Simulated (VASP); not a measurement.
Wanted: the native input for a VASP 6.6.1 run.

```yaml
Task: single point
Functional: PBE
Potentials_or_basis: VASP PAW PBE potentials, release 64 (K_sv, Br)
Cutoff: 520 eV
k_mesh: 6 × 6 × 4
Occupations: fermi-dirac, width 0.02 eV
Spin: no spin polarisation
Dipole_correction: no
Further_INCAR_settings: ALGO = Normal; EDIFF = 1e-06; NBANDS = 24
```

The structure of KBr lies in POSCAR:

```
KBr
1.0
    5.3174254837      0.0000000000      0.0000000000
   -2.6587127419      4.6050255516      0.0000000000
    0.0000000000      0.0000000000      6.2025447146
K Br
2 2
Direct
    0.3333333333      0.6666666667     -0.0625000000
    0.6666666667      0.3333333333      0.4375000000
    0.3333333333      0.6666666667      0.4375000000
    0.6666666667      0.3333333333      0.9375000000
```

This cell differs from its parent crystal: strain -5.4%.

One way to write it, as run:

INCAR

```
PREC = Accurate
ENCUT = 520
EDIFF = 1E-6
ISMEAR = -1
SIGMA = 0.02
LREAL = False
LASPH = True
NELM = 80
ALGO = Normal
ISIF = 2
LWAVE = False
LCHARG = False
GGA = PE
NBANDS = 24
```

KPOINTS

```
regular mesh
0
Gamma
  6 6 4
```

Potentials or basis: VASP PAW PBE potentials, release 64 (K_sv, Br).

Command:

```sh
$ cat potpaw_PBE.64/K_sv/POTCAR potpaw_PBE.64/Br/POTCAR > POTCAR
$ mpirun -np 1 vasp_std > vasp.out
```

It gave:

```json
{
 "Pressure": "3.5 GPa",
 "Band gap on the k mesh": "4.42 eV"
}
```

Caveat: the cell differs from its parent crystal (strain -5.4%); the cell stands under pressure; the structure was generated, so it needn't be the stable form of KBr.

It took 42 s on 1 thread of Intel(R) Xeon(R) 6975P-C (Granite Rapids) (shared host), peak memory 0.27 GiB.
